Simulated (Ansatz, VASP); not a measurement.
One calculation of Mo, two programs

```
Mo
1.0
     0.00000    1.85380    2.01500
     1.85380    0.00000    2.01500
     1.85380    1.85380    0.00000
Mo
1
Cartesian
  0.0000 0.0000 0.0000
```

Change from the starting cell: strain -0.080 along x and y, +0.000 along z, atoms carried along.

Alike in both runs: task single point; functional PBEsol; k mesh 20 × 20 × 20; occupations gaussian, width 0.15 eV; no spin polarisation.

```csv
,VASP,Ansatz
version,VASP 6.6.1,Ansatz 0.2.0
potentials or method,"VASP PAW PBE potentials, release 64 (Mo_sv), cutoff 520 eV","scalar-relativistic, plane waves, PAW"
valence electrons in the cell,14,14
```

```tsv
	VASP	Ansatz	Ansatz less VASP
gap on the k mesh at the Fermi level (eV)	none	none	-
pressure (GPa)	38.5	37.6	-0.89
traceless stress, the component that is largest in VASP (GPa)	5.08	5.13	+0.043
```

VASP's potentials were made for PBE, not for PBEsol. A gap of «none» marks a metal or a gap that the smearing closes. Both programs put the cell under a high pressure, so it lies far from rest at this level.
